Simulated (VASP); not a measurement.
Sr, 2 atoms in the cell. It takes space group I4_1/amd (No. 141, tetragonal). Conventional cell: a = 7.413 Å, b = 7.413 Å, c = 4.042 Å, α = 90.00°, β = 90.00°, γ = 90.00°. Sr (site symmetry -4m2) has 10 Sr at 3.84 to 4.79 Å within 5.0 Å. 

```yaml
Program: VASP 6.6.1
Task: single point
Functional: PBE
Potentials_or_basis: VASP PAW PBE potentials, release 64 (Sr_sv)
Cutoff: 500 eV
k_mesh: 4 × 4 × 4
Occupations: gaussian, width 0.1 eV
Spin: no spin polarisation
Dipole_correction: no
Further_INCAR_settings: ALGO = Normal; EDIFF = 1e-06; NBANDS = 17
```

Potentials or basis: VASP PAW PBE potentials, release 64 (Sr_sv).

The run is started by

```bash
$ cat potpaw_PBE.64/Sr_sv/POTCAR > POTCAR
$ mpirun -np 1 vasp_std > vasp.out
```

Hardware: 1 thread of AMD EPYC 7R43 64-Core Processor (Zen 3), with other jobs on the host.

Question: Estimate the wall time of this run.

Answer: Run time: 22 s on 1 thread of AMD EPYC 7R43 64-Core Processor (Zen 3), on a shared host, peak memory 0.2 GiB. Counts: scf iterations 11, k points 13.
